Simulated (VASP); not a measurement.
# YSi2Ru2 (I4/mmm) in VASP: notebook, part 2 of 2

VASP 6.6.1. The steps go on from the part before.

### 3 Single point, LDA

This run uses another cell than the first one, of 17.79 Å³/atom.

Contents of INCAR:

```
PREC = Accurate ; ENCUT = 520
EDIFF = 1E-6 ; ISMEAR = -1
SIGMA = 0.1 ; LREAL = False
LASPH = True ; NELM = 80
ALGO = Normal ; ISIF = 2
LWAVE = False ; LCHARG = True
GGA = CA ; LELF = True
LVHAR = True ; NBANDS = 32
```

Contents of KPOINTS:

```
regular mesh
0
Gamma
  9 9 9
```

Contents of POSCAR:

```
YSi2Ru2
1.0
   -2.1318441125      2.1318441125      4.8924634803
    2.1318441125     -2.1318441125      4.8924634803
    2.1318441125      2.1318441125     -4.8924634803
Y Si Ru
1 2 2
Direct
    0.0000000000      0.0000000000      0.0000000000
    0.3750000000      0.3750000000      0.0000000000
    0.6250000000      0.6250000000      0.0000000000
    0.7500000000      0.2500000000      0.5000000000
    0.2500000000      0.7500000000      0.5000000000
```

Potentials or basis: VASP PAW LDA potentials, release 64 (Y_sv, Si, Ru_pv).

Launch:

```sh
$ cat potpaw_LDA.64/Y_sv/POTCAR potpaw_LDA.64/Si/POTCAR potpaw_LDA.64/Ru_pv/POTCAR > POTCAR
$ mpirun -np 1 vasp_std > vasp.out
```

OUTCAR:

```text
PREC = Accurate
   ENCUT = 520
   EDIFF = 1E-6
   ISMEAR = -1
   LREAL = False
   LASPH = True
   NELM = 80
   ISIF = 2
   GGA = CA

 ion  position               nearest neighbor table
   1  0.000  0.000  0.000-   4 3.24   5 3.24   4 3.24   5 3.24   4 3.24   5 3.24   4 3.24   5 3.24
                             3 3.25   3 3.25   2 3.25   2 3.25   3 3.25   2 3.25   3 3.25   2 3.25
   2  0.375  0.375  0.000-   3 2.45   4 2.46   5 2.46   5 2.46   4 2.46   1 3.25   1 3.25   1 3.25
                             1 3.25   1 3.67
   3  0.625  0.625  0.000-   2 2.45   4 2.46   5 2.46   4 2.46   5 2.46   1 3.25   1 3.25   1 3.25
                             1 3.25   1 3.67
   4  0.750  0.250  0.500-   3 2.46   2 2.46   2 2.46   3 2.46   5 3.01   5 3.01   5 3.01   5 3.01
                             1 3.24   1 3.24   1 3.24   1 3.24
   5  0.250  0.750  0.500-   3 2.46   2 2.46   2 2.46   3 2.46   4 3.01   4 3.01   4 3.01   4 3.01
                             1 3.24   1 3.24   1 3.24   1 3.24

  LATTYP: Found a body centered tetragonal cell.
 ALAT       =     4.2636882250
 C/A-ratio  =     2.2949442934

  Lattice vectors:

 A1 = (  -2.1318441125,   2.1318441125,   4.8924634803)
 A2 = (   2.1318441125,  -2.1318441125,   4.8924634803)
 A3 = (   2.1318441125,   2.1318441125,  -4.8924634803)

Analysis of symmetry for initial positions (statically):
=====================================================================
 Subroutine PRICEL returns:
 Original cell was already a primitive cell.

 Routine SETGRP: Setting up the symmetry group for a
 body centered tetragonal supercell.

 Subroutine GETGRP returns: Found 16 space group operations
 (whereof 16 operations were pure point group operations)
 out of a pool of 16 trial point group operations.

The static configuration has the point symmetry D_4h.

Analysis of symmetry for dynamics (positions and initial velocities):
=====================================================================
 Subroutine PRICEL returns:
 Original cell was already a primitive cell.

 Routine SETGRP: Setting up the symmetry group for a
 body centered tetragonal supercell.

 Subroutine GETGRP returns: Found 16 space group operations
 (whereof 16 operations were pure point group operations)
 out of a pool of 16 trial point group operations.

The dynamic configuration has the point symmetry D_4h.

 Subroutine INISYM returns: Found 16 space group operations
 (whereof 16 operations are pure point group operations),
 and found     1 'primitive' translations

----------------------------------------------------------------------------------------

                                     Primitive cell

  volume of cell :      88.9403

  direct lattice vectors                    reciprocal lattice vectors
    -2.131844113  2.131844113  4.892463480     0.000000000  0.234538725  0.102198004
     2.131844113 -2.131844113  4.892463480     0.234538725  0.000000000  0.102198004
     2.131844113  2.131844113 -4.892463480     0.234538725  0.234538725  0.000000000

  length of vectors
     5.746800636  5.746800636  5.746800636     0.255837537  0.255837537  0.331687846

  position of ions in fractional coordinates (direct lattice)
     0.000000000  0.000000000  0.000000000
[... 40 lines left out ...]
            Coordinates               Weight
  0.000000  0.000000  0.000000      1.000000
  0.111111 -0.000000  0.000000      8.000000
  0.222222 -0.000000  0.000000      8.000000
  0.333333  0.000000  0.000000      8.000000
  0.444444 -0.000000  0.000000      8.000000
  0.111111  0.111111  0.000000      8.000000
[... 16 lines left out ...]
 -0.333333  0.333333  0.000000      4.000000
  0.444444  0.444444  0.000000      8.000000
 [... further k-points ...]
   k-points           NKPTS =     75   k-points in BZ     NKDIM =     75   number of bands    NBANDS=     32
   number of dos      NEDOS =    301   number of ions     NIONS =      5
   total plane-waves  NPLWV = 110592
   dimension x,y,z NGX =    48 NGY =   48 NGZ =   48
   dimension x,y,z NGXF=    96 NGYF=   96 NGZF=   96
   ions per type =               1   2   2
   NGX,Y,Z   is equivalent  to a cutoff of  13.89, 13.89, 13.89 a.u.
   NGXF,Y,Z  is equivalent  to a cutoff of  27.77, 27.77, 27.77 a.u.
 SYSTEM =  unknown system
   PREC   = accura    normal or accurate (medium, high low for compatibility)
   ISTART =      0    job   : 0-new  1-cont  2-samecut
   ICHARG =      2    charge: 1-file 2-atom 10-const
   ISPIN  =      1    spin polarized calculation?
   LNONCOLLINEAR =      F non collinear calculations
   LSORBIT =      F    spin-orbit coupling
   LASPH  =      T    aspherical Exc in radial PAW
   ENCUT  =  520.0 eV  38.22 Ry    6.18 a.u.  10.69 10.69 10.69*2*pi/ulx,y,z
   NELM   =     80;   NELMIN=  2; NELMDL= -5     # of ELM steps
   EDIFF  = 0.1E-05   stopping-criterion for ELM
   LREAL  =      F    real-space projection
   EDIFFG = 0.1E-04   stopping-criterion for IOM
   NSW    =      0    number of steps for IOM
   IBRION =     -1    ionic relax: 0-MD 1-quasi-New 2-CG
   NFREE  =      0    steps in history (QN), initial steepest desc. (CG)
   ISIF   =      2    stress and relaxation
   ISYM   =      2    0-nonsym 1-usesym 2-fastsym
   POTIM  = 0.5000    time-step for ionic-motion
   TEBEG  =    0.0;   TEEND  =   0.0 temperature during run
   PSTRESS=    0.0 pullay stress
   NELECT =      47.0000    total number of electrons
   NUPDOWN=      -1.0000    fix difference up-down
   EMIN   =  10.00;   EMAX   =-10.00  energy-range for DOS
   EFERMI =   0.00;   METHOD = LEGACY
   ISMEAR =    -1;   SIGMA  =   0.10  broadening in eV -4-tet -1-fermi 0-gaus
   EFERMI_NEDOS =   21; number of points for ismear=-14 and -15
   IALGO  =     38    algorithm
   IMIX   =      4    mixing-type and parameters
     AMIX     =   0.40;   BMIX     =  1.00
     AMIX_MAG =   1.60;   BMIX_MAG =  1.00
  volume/ion in A,a.u.               =      17.79       120.04
  Fermi-wavevector in a.u.,A,eV,Ry     =   1.323553  2.501152 23.834580  1.751792
  Thomas-Fermi vector in A             =   2.453152
   LORBIT       =      0    0 simple, 1 ext, 2 COOP (PROOUT), +10 PAW based schemes
   GGA     = CA    functional components
   LHFCALC =     F    Hartree Fock is set to
   AEXX    =    0.0000 exact exchange contribution
   IVDW    =     0    specifies the selected vdW correction
   LEPSILON=     F    determine dielectric tensor
   LRPA    =     F    only Hartree local field effects (RPA)
 non-spin polarized calculation
  energy-cutoff  :      520.00
  volume of cell :       88.94
 maximum number of plane-waves:      2412
 NGX is ok and might be reduce to    48
   NGX = 21   NGY = 21   NGZ = 21

 number of electron      47.0000000 magnetization

 Free energy of the ion-electron system (eV)
  ---------------------------------------------------
  ext. energy  EPLUGINS =         0.00000000
  ---------------------------------------------------
  free energy    TOTEN  =       -44.33552364 eV

  energy without entropy =      -44.23581626  energy(sigma->0) =      -44.28566995

 E-fermi :   7.5206     XC(G=0): -11.6408

 val. band max:        7.4990126222   @ k =   0.3333   0.1111   0.0000
 cond. band min:       7.5483657473   @ k =  -0.4444   0.3333  -0.0000
 fundamental gap:      0.0493531251
 Fermi energy:         7.5205787481

 k-point     1 :       0.0000    0.0000    0.0000
  band No.  band energies     occupation
      1     -34.8102      2.00000
      2     -34.4382      2.00000
      3     -34.4382      2.00000
      4     -34.2717      2.00000
      5     -34.2717      2.00000
      6     -34.2610      2.00000
[... 829 lines left out ...]
     31      11.8984      0.00000
     32      12.9320      0.00000

 [... further k-points ...]

------------------------ aborting loop because EDIFF is reached ----------------------------------------

  FORCE on cell =-STRESS in cart. coord.  units (eV):
  Direction    XX          YY          ZZ          XY          YZ          ZX
  --------------------------------------------------------------------------------------
  -------------------------------------------------------------------------------------
  Total      -10.4671238    -10.4671238     -8.2163749      0.0000000      0.0000000      0.0000000
  in kB     -188.5556157   -188.5556157   -148.0104428      0.0000000      0.0000000      0.0000000
  external PRESSURE =    -175.0405581 kB  Pullay stress =       0.0000000 kB

 VOLUME and BASIS-vectors are now :
 -----------------------------------------------------------------------------
  energy-cutoff  :      520.00
  volume of cell :       88.94
      direct lattice vectors                 reciprocal lattice vectors
    -2.131844113  2.131844113  4.892463480     0.000000000  0.234538725  0.102198004
     2.131844113 -2.131844113  4.892463480     0.234538725  0.000000000  0.102198004
     2.131844113  2.131844113 -4.892463480     0.234538725  0.234538725  0.000000000

 POSITION                                       TOTAL-FORCE (eV/Angst)
 -----------------------------------------------------------------------------------
      0.00000      0.00000      0.00000         0.000000      0.000000      0.000000
      0.00000      0.00000      3.66935        -0.000000     -0.000000     -1.575098
      0.00000      0.00000      6.11558        -0.000000     -0.000000      1.575098
     -0.00000      2.13184      2.44623         0.000000      0.000000     -0.000000
      2.13184     -0.00000      2.44623         0.000000      0.000000      0.000000
 -----------------------------------------------------------------------------------
    total drift:                                0.000000     -0.000000      0.000000

  FREE ENERGIE OF THE ION-ELECTRON SYSTEM (eV)
  ---------------------------------------------------
  free  energy   TOTEN  =       -44.3355236364 eV

  energy  without entropy=      -44.2358162639  energy(sigma->0) =      -44.28566995
```

OSZICAR:

```text
N       E                     dE             d eps       ncg     rms          rms(c)
DAV:   1     0.376004644414E+03    0.37600E+03   -0.25641E+04  4864   0.144E+03
DAV:   2    -0.323708796758E+02   -0.40838E+03   -0.39209E+03  5344   0.397E+02
DAV:   3    -0.463044224958E+02   -0.13934E+02   -0.13633E+02  6712   0.682E+01
DAV:   4    -0.467861662113E+02   -0.48174E+00   -0.48079E+00  7128   0.942E+00
DAV:   5    -0.467915699877E+02   -0.54038E-02   -0.54028E-02  6296   0.108E+00    0.287E+01
DAV:   6    -0.448279373398E+02    0.19636E+01   -0.68773E+00  5832   0.158E+01    0.167E+01
DAV:   7    -0.446790628863E+02    0.14887E+00   -0.30677E+00  6888   0.101E+01    0.154E+01
DAV:   8    -0.443419441432E+02    0.33712E+00   -0.14706E+00  6096   0.732E+00    0.577E+00
DAV:   9    -0.443362476018E+02    0.56965E-02   -0.75617E-02  5776   0.156E+00    0.102E+00
DAV:  10    -0.443355385465E+02    0.70906E-03   -0.49202E-03  6280   0.355E-01    0.260E-01
DAV:  11    -0.443355372125E+02    0.13339E-05   -0.45768E-04  5824   0.118E-01    0.576E-02
DAV:  12    -0.443355244617E+02    0.12751E-04   -0.57244E-05  7128   0.454E-02    0.232E-02
DAV:  13    -0.443355236364E+02    0.82530E-06   -0.83243E-06  5872   0.151E-02
   1 F= -.44335524E+02 E0= -.44285670E+02  d E =-.997074E-01
```

stdout:

```text
POSCAR found type information on POSCAR Y SiRu
 POSCAR found :  3 types and       5 ions
 scaLAPACK will be used
 LDA part: xc-table for (Slater(with rela. corr.)+CA(PZ))
 , standard interpolation
 POSCAR, INCAR and KPOINTS ok, starting setup
 FFT: planning ... GRIDC
 FFT: planning ... GRID_SOFT
 FFT: planning ... GRID
 WAVECAR not read
 entering main loop
```

It took 5.7 min on 1 thread of Intel Xeon Platinum 8259CL at 2.50GHz (Skylake/Cascade Lake), shared host; peak memory 0.42 GiB.

What came out:

```
Free energy            : -44.3355 eV
Pressure               : -17.5 GPa
Largest force          : 1.575 eV/Å
Band gap on the k mesh : zero (an odd number of electrons rules out a gap without spin polarisation)
```

Forces on the atoms (eV/Å):
```
Y    0.000  0.000  0.000
Si   0.000  0.000 -1.575
Si   0.000  0.000  1.575
Ru   0.000  0.000  0.000
Ru   0.000  0.000  0.000
```

Caveat: the cell stands under tension; forces of over 1 eV/Å act on the atoms, so gaps and moduli don't describe the material at rest.
